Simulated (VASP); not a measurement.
# BAs (zincblende type) (F-43m) in VASP: further runs

Runs on BAs (zincblende type). Level: LDA. Tasks: density of states.

Everything below comes from runs of VASP 6.6.1. Logs are shortened: lines on timing, memory, paths and dates and some standing lists are left out, and cuts for length are marked.

### Step 1. The cell of the first run

It takes space group F-43m (No. 216, cubic). Conventional cell: a = 4.733 Å, b = 4.733 Å, c = 4.733 Å, α = 90.00°, β = 90.00°, γ = 90.00°. Within 2.7 Å of B (site symmetry -43m) lie 4 As at 2.05 Å. Within 2.7 Å of As (site symmetry -43m) lie 4 B at 2.05 Å.

### Step 2. Density of states, LDA

Input file POSCAR:

```
BAs
1.0
    0.0000000000      2.3662817983      2.3662817983
    2.3662817983      0.0000000000      2.3662817983
    2.3662817983      2.3662817983      0.0000000000
B As
1 1
Direct
    0.0000000000      0.0000000000      0.0000000000
    0.2500000000      0.2500000000      0.2500000000
```

Input file INCAR.step1:

```
SYSTEM = BAs
PREC     = Accurate       ! precision mode
ENCUT    = 520            ! plane-wave cutoff, eV
EDIFF    = 1E-6           ! SCF threshold, eV
ISMEAR   = -1             ! smearing method
SIGMA    = 0.05           ! smearing width, eV
LREAL    = .False.        ! projectors in reciprocal space
LASPH    = .True.         ! aspherical terms in the spheres
NELM     = 80             ! most SCF steps
ALGO     = Normal         ! electronic algorithm
ISIF     = 2              ! what is computed and relaxed
LWAVE    = .False.        ! write WAVECAR
LCHARG   = .True.         ! write CHGCAR
GGA      = CA             ! functional
NBANDS   = 11             ! bands
```

Input file KPOINTS.step1:

```
Automatic mesh
0
Gamma
  15 15 15
  0 0 0
```

Input file INCAR.step2:

```
SYSTEM = BAs
PREC     = Accurate       ! precision mode
ENCUT    = 520            ! plane-wave cutoff, eV
EDIFF    = 1E-6           ! SCF threshold, eV
ISMEAR   = -5             ! smearing method
SIGMA    = 0.05           ! smearing width, eV
LREAL    = .False.        ! projectors in reciprocal space
LASPH    = .True.         ! aspherical terms in the spheres
NELM     = 80             ! most SCF steps
ALGO     = Normal         ! electronic algorithm
ISIF     = 2              ! what is computed and relaxed
LWAVE    = .False.        ! write WAVECAR
LCHARG   = .False.        ! write CHGCAR
GGA      = CA             ! functional
LORBIT   = 11             ! projections on sites
NBANDS   = 11             ! bands
NEDOS    = 1001           ! points of the DOS
ICHARG   = 11             ! starting density
```

Input file KPOINTS.step2:

```
Automatic mesh
0
Gamma
  23 23 23
  0 0 0
```

Potentials or basis: VASP PAW LDA potentials, release 64 (B, As).

Started as:

```sh
$ cat potpaw_LDA.64/B/POTCAR potpaw_LDA.64/As/POTCAR > POTCAR
$ cp INCAR.step1 INCAR
$ cp KPOINTS.step1 KPOINTS
$ mpirun -np 1 vasp_std > vasp.out
$ cp INCAR.step2 INCAR
$ cp KPOINTS.step2 KPOINTS
$ mpirun -np 1 vasp_std > vasp.out
```

OUTCAR:

```text
SYSTEM = BAs
   PREC = Accurate
   ENCUT = 520
   EDIFF = 1E-6
   ISMEAR = -5
   LREAL = .False.
   LASPH = .True.
   NELM = 80
   ISIF = 2
   GGA = CA
   LORBIT = 11
   ICHARG = 11

 ion  position               nearest neighbor table
   1  0.000  0.000  0.000-   2 2.05   2 2.05   2 2.05   2 2.05
   2  0.250  0.250  0.250-   1 2.05   1 2.05   1 2.05   1 2.05

  LATTYP: Found a face centered cubic cell.
 ALAT       =     4.7325635966

  Lattice vectors:

 A1 = (   0.0000000000,   2.3662817983,   2.3662817983)
 A2 = (   2.3662817983,   0.0000000000,   2.3662817983)
 A3 = (   2.3662817983,   2.3662817983,   0.0000000000)

Analysis of symmetry for initial positions (statically):
=====================================================================
 Subroutine PRICEL returns:
 Original cell was already a primitive cell.

 Routine SETGRP: Setting up the symmetry group for a
 face centered cubic supercell.

 Subroutine GETGRP returns: Found 24 space group operations
 (whereof 24 operations were pure point group operations)
 out of a pool of 48 trial point group operations.

The static configuration has the point symmetry T_d .

Analysis of symmetry for dynamics (positions and initial velocities):
=====================================================================
 Subroutine PRICEL returns:
 Original cell was already a primitive cell.

 Routine SETGRP: Setting up the symmetry group for a
 face centered cubic supercell.

 Subroutine GETGRP returns: Found 24 space group operations
 (whereof 24 operations were pure point group operations)
 out of a pool of 48 trial point group operations.

The dynamic configuration has the point symmetry T_d .

 Subroutine INISYM returns: Found 24 space group operations
 (whereof 24 operations are pure point group operations),
 and found     1 'primitive' translations

----------------------------------------------------------------------------------------

                                     Primitive cell

  volume of cell :      26.4990

  direct lattice vectors                    reciprocal lattice vectors
     0.000000000  2.366281798  2.366281798    -0.211301968  0.211301968  0.211301968
     2.366281798  0.000000000  2.366281798     0.211301968 -0.211301968  0.211301968
     2.366281798  2.366281798  0.000000000     0.211301968  0.211301968 -0.211301968

  length of vectors
     3.346427812  3.346427812  3.346427812     0.365985744  0.365985744  0.365985744

  position of ions in fractional coordinates (direct lattice)
     0.000000000  0.000000000  0.000000000
     0.250000000  0.250000000  0.250000000

  ion indices of the primitive-cell ions
   primitive index   ion index
                 1           1
                 2           2

----------------------------------------------------------------------------------------

 KPOINTS: Automatic mesh

Automatic generation of k-mesh.
 Grid dimensions read from file:
 generate k-points for:   23   23   23

 Generating k-lattice:

  Cartesian coordinates                     Fractional coordinates (reciprocal lattice)
    -0.009187042  0.009187042  0.009187042     0.043478261  0.000000000  0.000000000
     0.009187042 -0.009187042  0.009187042     0.000000000  0.043478261  0.000000000
     0.009187042  0.009187042 -0.009187042     0.000000000  0.000000000  0.043478261

  Length of vectors
     0.015912424  0.015912424  0.015912424

  Shift w.r.t. Gamma in fractional coordinates (k-lattice)
     0.000000000  0.000000000  0.000000000

 TETIRR: Found   1662 inequivalent tetrahedra from    73002

 Subroutine IBZKPT returns following result:
 ===========================================

 Found    364 irreducible k-points:

 Following reciprocal coordinates:
            Coordinates               Weight
  0.000000  0.000000  0.000000      1.000000
  0.043478  0.000000  0.000000      8.000000
  0.086957  0.000000  0.000000      8.000000
  0.130435  0.000000  0.000000      8.000000
  0.173913  0.000000  0.000000      8.000000
  0.217391  0.000000  0.000000      8.000000
[... 16 lines left out ...]
  0.478261  0.043478  0.000000     24.000000
 -0.478261  0.043478  0.000000     24.000000
 [... further k-points ...]
   k-points           NKPTS =    364   k-points in BZ     NKDIM =    364   number of bands    NBANDS=     11
   number of dos      NEDOS =   1001   number of ions     NIONS =      2
   total plane-waves  NPLWV =  21952
   dimension x,y,z NGX =    28 NGY =   28 NGZ =   28
   dimension x,y,z NGXF=    56 NGYF=   56 NGZF=   56
   ions per type =               1   1
   NGX,Y,Z   is equivalent  to a cutoff of  13.91, 13.91, 13.91 a.u.
   NGXF,Y,Z  is equivalent  to a cutoff of  27.82, 27.82, 27.82 a.u.
 SYSTEM =  BAs
   PREC   = accura    normal or accurate (medium, high low for compatibility)
   ISTART =      0    job   : 0-new  1-cont  2-samecut
   ICHARG =     11    charge: 1-file 2-atom 10-const
   ISPIN  =      1    spin polarized calculation?
   LNONCOLLINEAR =      F non collinear calculations
   LSORBIT =      F    spin-orbit coupling
   LASPH  =      T    aspherical Exc in radial PAW
   ENCUT  =  520.0 eV  38.22 Ry    6.18 a.u.   6.22  6.22  6.22*2*pi/ulx,y,z
   NELM   =     80;   NELMIN=  2; NELMDL=  0     # of ELM steps
   EDIFF  = 0.1E-05   stopping-criterion for ELM
   LREAL  =      F    real-space projection
   EDIFFG = 0.1E-04   stopping-criterion for IOM
   NSW    =      0    number of steps for IOM
   IBRION =     -1    ionic relax: 0-MD 1-quasi-New 2-CG
   NFREE  =      0    steps in history (QN), initial steepest desc. (CG)
   ISIF   =      2    stress and relaxation
   ISYM   =      2    0-nonsym 1-usesym 2-fastsym
   POTIM  = 0.5000    time-step for ionic-motion
   TEBEG  =    0.0;   TEEND  =   0.0 temperature during run
   PSTRESS=    0.0 pullay stress
   NELECT =       8.0000    total number of electrons
   NUPDOWN=      -1.0000    fix difference up-down
   EMIN   =  10.00;   EMAX   =-10.00  energy-range for DOS
   EFERMI =   0.00;   METHOD = LEGACY
   ISMEAR =    -5;   SIGMA  =   0.05  broadening in eV -4-tet -1-fermi 0-gaus
   EFERMI_NEDOS =   21; number of points for ismear=-14 and -15
   IALGO  =     38    algorithm
   IMIX   =      4    mixing-type and parameters
     AMIX     =   0.40;   BMIX     =  1.00
     AMIX_MAG =   1.60;   BMIX_MAG =  1.00
  volume/ion in A,a.u.               =      13.25        89.41
  Fermi-wavevector in a.u.,A,eV,Ry     =   1.098234  2.075362 16.410242  1.206119
  Thomas-Fermi vector in A             =   2.234608
   LORBIT       =     11    0 simple, 1 ext, 2 COOP (PROOUT), +10 PAW based schemes
   GGA     = CA    functional components
   LHFCALC =     F    Hartree Fock is set to
   AEXX    =    0.0000 exact exchange contribution
   IVDW    =     0    specifies the selected vdW correction
   LEPSILON=     F    determine dielectric tensor
   LRPA    =     F    only Hartree local field effects (RPA)
 non-spin polarized calculation
 Fermi weights with tetrahedron method with Bloechl corrections
  energy-cutoff  :      520.00
  volume of cell :       26.50
 maximum number of plane-waves:       725
 NGX is ok and might be reduce to    28

 number of electron       8.0000000 magnetization

 Free energy of the ion-electron system (eV)
  ---------------------------------------------------
  ext. energy  EPLUGINS =         0.00000000
  ---------------------------------------------------
  free energy    TOTEN  =       -12.92763332 eV

  energy without entropy =      -12.92763332  energy(sigma->0) =      -12.92763332

 E-fermi :   6.4802     XC(G=0): -10.9012

 val. band max:        6.4755500616   @ k =   0.0000   0.0000   0.0000
 cond. band min:       7.5769857261   @ k =   0.3913   0.3913   0.0000
 fundamental gap:      1.1014356645
 Fermi energy:         6.4802219883

 k-point     1 :       0.0000    0.0000    0.0000
  band No.  band energies     occupation
      1      -9.1567      2.00000
      2       6.4756      2.00000
      3       6.4756      2.00000
      4       6.4756      2.00000
      5       9.7642      0.00000
      6       9.7642      0.00000
      7       9.7642      0.00000
      8      11.5302      0.00000
      9      15.9760      0.00000
     10      19.6273      0.00000
     11      19.6273      0.00000

 k-point     2 :       0.0435    0.0000    0.0000
  band No.  band energies     occupation
      1      -9.1249      2.00000
      2       6.1463      2.00000
      3       6.4089      2.00000
      4       6.4089      2.00000
      5       9.8511      0.00000
      6       9.8511      0.00000
      7       9.8531      0.00000
      8      11.6908      0.00000
      9      16.1107      0.00000
     10      19.2253      0.00000
     11      19.2253      0.00000

 k-point     3 :       0.0870    0.0000    0.0000
  band No.  band energies     occupation
      1      -9.0296      2.00000
      2       5.3553      2.00000
      3       6.2320      2.00000
      4       6.2320      2.00000
      5       9.9518      0.00000
      6      10.0832      0.00000
      7      10.0832      0.00000
      8      12.1502      0.00000
      9      16.4901      0.00000
     10      18.6247      0.00000
     11      18.6247      0.00000
[... 267 lines left out ...]
 k-point    23 :       0.4783    0.0435    0.0000
  band No.  band energies     occupation
      1      -6.2610      2.00000
      2      -2.3300      2.00000
      3       4.4598      2.00000
      4       4.5290      2.00000
      5       9.4999      0.00000
      6      11.1779      0.00000
      7      11.4214      0.00000
      8      15.3207      0.00000
      9      18.9518      0.00000
     10      20.5081      0.00000
     11      21.1870      0.00000

 k-point    24 :      -0.4783    0.0435    0.0000
  band No.  band energies     occupation
      1      -6.1758      2.00000
      2      -2.4568      2.00000
      3       4.3960      2.00000
      4       4.5647      2.00000
      5       9.4938      0.00000
      6      11.2194      0.00000
      7      11.3614      0.00000
      8      15.3301      0.00000
      9      19.0891      0.00000
     10      20.9622      0.00000
     11      21.0196      0.00000

 [... further k-points ...]
[... 5 lines left out ...]
  --------------------------------------------------------------------------------------
  -------------------------------------------------------------------------------------
  Total        0.1539038      0.1539038      0.1539038     -0.0000000     -0.0000000      0.0000000
  in kB        9.3053006      9.3053006      9.3053006     -0.0000000     -0.0000000      0.0000000
  external PRESSURE =       9.3053006 kB  Pullay stress =       0.0000000 kB

 VOLUME and BASIS-vectors are now :
 -----------------------------------------------------------------------------
  energy-cutoff  :      520.00
  volume of cell :       26.50
      direct lattice vectors                 reciprocal lattice vectors
     0.000000000  2.366281798  2.366281798    -0.211301968  0.211301968  0.211301968
     2.366281798  0.000000000  2.366281798     0.211301968 -0.211301968  0.211301968
     2.366281798  2.366281798  0.000000000     0.211301968  0.211301968 -0.211301968

 POSITION                                       TOTAL-FORCE (eV/Angst)
 -----------------------------------------------------------------------------------
      0.00000      0.00000      0.00000        -0.000000     -0.000000     -0.000000
      1.18314      1.18314      1.18314         0.000000      0.000000      0.000000
 -----------------------------------------------------------------------------------
    total drift:                               -0.000000     -0.000000     -0.000000

  FREE ENERGIE OF THE ION-ELECTRON SYSTEM (eV)
  ---------------------------------------------------
  free  energy   TOTEN  =       -12.9276333227 eV

  energy  without entropy=      -12.9276333227  energy(sigma->0) =      -12.92763332

 total charge

# of ion       s       p       d       tot
------------------------------------------
    1        0.655   1.212   0.000   1.867
    2        1.178   1.697   0.092   2.967
--------------------------------------------------
tot          1.833   2.909   0.092   4.834
```

Run time: 46 s. Hardware: 1 thread of Intel Xeon 6975P-C (Granite Rapids), shared host; peak memory 0.23 GiB.

What came out:

- Valence electrons inside the program's atomic spheres: B 1.87; As 2.97

Levels at points of the mesh, in eV from the valence-band top:
```csv
k point,band 1,band 2,band 3,band 4,band 5,band 6,band 7,band 8
"(0.00, 0.00, 0.00)",-15.63,0.00,0.00,0.00,3.29,3.29,3.29,5.05
```

[end of part 1 of 2]
